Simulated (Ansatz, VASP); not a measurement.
# GaP: VASP beside Ansatz

```
CELL_PARAMETERS angstrom
2.72525 2.72525 0.00000
-2.72525 2.72525 0.00000
0.00000 2.72525 2.72525
ATOMIC_POSITIONS crystal
Ga 0.00000 0.00000 0.00000
P 0.75000 0.25000 0.50000
```

Alike in both runs: functional r2SCAN; k mesh 12 × 12 × 12; occupations fermi-dirac, width 0.08 eV; no spin polarisation.

Ansatz relaxed the structure, and its values are those at the end. VASP's run is a single point on that final structure, the one shown.

|  | VASP | Ansatz |
| --- | --- | --- |
| version | VASP 6.6.1 | Ansatz 0.2.0 |
| potentials or method | VASP PAW PBE potentials, release 64 (Ga_d, P) | PAW with Ansatz's default frozen-core files, scalar-relativistic |
| plane-wave cutoff (eV) | 520 | 500 |
| valence electrons in the cell | 18 | 18 |

|  | VASP | Ansatz | Ansatz less VASP |
| --- | --- | --- | --- |
| pressure (GPa) | 0.0 | 0.0 | +0.06 |

VASP's potentials were made for PBE, not for r2SCAN. The functional is the same, so the differences come from potentials, cutoffs and numerics.
